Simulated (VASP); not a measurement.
A run of VASP 6.6.1:

The input INCAR:

```
PREC = Accurate ; ENCUT = 520
EDIFF = 1E-6 ; ISMEAR = -1
SIGMA = 0.05 ; LREAL = False
LASPH = True ; NELM = 100
ALGO = Normal ; ISIF = 2
LWAVE = False ; LCHARG = False
NBANDS = 68
```

Contents of KPOINTS:

```
Automatic mesh
0
Gamma
  2 2 1
```

The input POSCAR:

```
Ti3HSe3
1.0
    5.9394410000      0.0000000000      0.0000000000
   -2.9697210000      6.9790320000      0.0000000000
    0.0000000000      0.0000000000     16.5705590000
Ti Se H
6 6 2
Direct
    0.0000000000      0.0000000000      0.0603479943
    0.8098449754      0.5214046876      0.1190062448
    0.5361168515      0.0487030293      0.1532295923
    0.3219421510      0.5991661881      0.2074583000
    0.1682145857      0.1522704008      0.2092264962
    0.8549728976      0.6472530861      0.2777335393
    0.2158804371      0.7650917778      0.0854225859
    0.3901986341      0.2923041476      0.0744935642
    0.7468299900      0.8059857012      0.1689924884
    0.8906044800      0.3304326445      0.2288456292
    0.3032201362      0.8976459773      0.2812216534
    0.4059923078      0.4087816190      0.3239842422
    0.7300902991      0.8185375852      0.3300673200
    0.8462295977      0.8137231639      0.3617801910
```

Potentials or basis: VASP PAW LDA potentials, release 64 (Ti_sv, Se, H).

The run is started by

```sh
$ cat potpaw_LDA.64/Ti_sv/POTCAR potpaw_LDA.64/Se/POTCAR potpaw_LDA.64/H/POTCAR > POTCAR
$ mpirun -np 1 vasp_std > vasp.out
```

Hardware: 1 thread of Intel(R) Xeon(R) Platinum 8488C (Sapphire Rapids) (shared host).

Problem. Estimate the wall time of this run.

Solution. Run time: 7.6 min on 1 thread of Intel(R) Xeon(R) Platinum 8488C (Sapphire Rapids) (shared host), peak memory 0.6 GiB. Counts: scf iterations 30, k points 4.
